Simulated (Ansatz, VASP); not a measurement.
**Zn3C4: VASP beside Ansatz**

```
CELL_PARAMETERS angstrom
4.13086 0.00000 0.00000
0.00000 4.13086 0.00000
0.00000 0.00000 4.13086
ATOMIC_POSITIONS crystal
Zn 0.00000 0.50000 0.50000
Zn 0.50000 0.00000 0.50000
Zn 0.50000 0.50000 0.00000
C 0.50000 0.00000 0.00000
C 0.00000 0.50000 0.00000
C 0.00000 0.00000 0.50000
C 0.00000 0.00000 0.00000
```

Alike in both runs: functional PBE; k mesh 4 × 4 × 4; occupations gaussian, width 0.1 eV; no spin polarisation.

Ansatz relaxed the structure, and its values are those at the end. VASP's run is a single point on that final structure, the one shown.

|  | VASP | Ansatz |
| --- | --- | --- |
| version | VASP 6.6.1 | Ansatz 0.2.0 |
| potentials or method | VASP PAW PBE potentials, release 64 (Zn, C), cutoff 520 eV | scalar-relativistic, plane waves, PAW |
| valence electrons in the cell | 52 | 52 |

```tsv
	VASP	Ansatz	Ansatz less VASP
gap on the k mesh at the Fermi level (eV)	none	none	-
pressure (GPa)	0.7	-0.1	-0.82
```

A gap of «none» marks a metal or a gap that the smearing closes. The functional is the same, so the differences come from potentials, cutoffs and numerics.

The k mesh is coarse, so the values compare programs but aren't converged.
